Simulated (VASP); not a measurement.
Set up this calculation in VASP 6.6.1, as the native input.

```yaml
Task: single point
Functional: PBE
Potentials_or_basis: VASP PAW PBE potentials, release 64 (Cu, F)
Cutoff: 520 eV
k_mesh: 9 × 9 × 4
Occupations: fermi-dirac, width 0.001 eV
Spin: no spin polarisation
Dipole_correction: no
Further_INCAR_settings: ALGO = Normal; EDIFF = 1e-07; NBANDS = 26
```

The structure of CuF lies in POSCAR:

```
CuF
1.0
    2.7625361970      0.0000000000      0.0000000000
   -1.3812680985      2.3924265254      0.0000000000
    0.0000000000      0.0000000000      6.4019833364
Cu F
2 2
Direct
    0.0000000000      0.0000000000      0.0000000000
    0.0000000000      0.0000000000      0.5000000000
    0.3333333333      0.6666666667      0.2500000000
    0.6666666667      0.3333333333      0.7500000000
```

These files were run (other wordings do the same):

INCAR

```
SYSTEM = CuF
PREC     = Accurate       ! precision mode
ENCUT    = 520            ! plane-wave cutoff, eV
EDIFF    = 1E-7           ! SCF threshold, eV
ISMEAR   = -1             ! smearing method
SIGMA    = 0.001          ! smearing width, eV
LREAL    = .FALSE.        ! projectors in reciprocal space
LASPH    = .TRUE.         ! aspherical terms in the spheres
NELM     = 80             ! most SCF steps
ALGO     = Normal         ! electronic algorithm
ISIF     = 2              ! what is computed and relaxed
LWAVE    = .FALSE.        ! write WAVECAR
LCHARG   = .FALSE.        ! write CHGCAR
GGA      = PE             ! functional
NBANDS   = 26             ! bands
```

KPOINTS

```
regular mesh
0
G
  9 9 4
  0 0 0
```

Potentials or basis: VASP PAW PBE potentials, release 64 (Cu, F).

Command:

```console
$ cat potpaw_PBE.64/Cu/POTCAR potpaw_PBE.64/F/POTCAR > POTCAR
$ mpirun -np 1 vasp_std > vasp.out
```

Results of the run:

```yaml
Pressure: 6.2 GPa
Band_gap_on_the_k_mesh: zero (band 18 reaches 4.83 eV, above the bottom of band 19 at 4.41 eV)
```

Caveat: semilocal functionals often make such compounds metallic where correlation or magnetic order opens a gap, which also shifts bond lengths.

Run time: 94 s on 1 thread of AMD EPYC 7R13, on a shared host, peak memory 0.15 GiB.
